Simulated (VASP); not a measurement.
Runs of VASP 6.6.1 on ZnSe (zincblende type). The structure is that of space group F-43m (No. 216), or close to it. The cells are those of the table. 

| cell | gap on the mesh (eV) | pressure (GPa) |
| --- | --- | --- |
| a = 3.838 Å, angles 60.0°, 2 atoms | 2.46 | 11.3 |
| a = 3.452 Å, angles 60.0°, 2 atoms | 1.98 | 80.0 |
| a = 3.590 Å, angles 60.0°, 2 atoms | 2.42 | 45.3 |
| a = 3.718 Å, angles 60.0°, 2 atoms | (c) | 24.3 |
| a = 3.923 Å, angles 60.0°, 2 atoms | (b) | (a) |

Alike in all rows: task single point; level r2SCAN; potentials or basis VASP PAW PBE potentials, release 64 (Zn, Se); no spin polarisation; k mesh 11 × 11 × 11; cutoff (eV) 550; smearing fermi-dirac 0.05 eV.

Problem. Estimate the missing entries.

Solution. (a) 4.8; (b) 2.15; (c) 2.78.

Caveats: the cell stands under pressure; the PAW data sets were made with another functional, which shifts forces and pressure a little; an odd mesh through Γ misses points on the zone boundary, where band edges can lie (at least some runs).

A k mesh can miss the band edges, and the runs leave out spin-orbit coupling on Se.
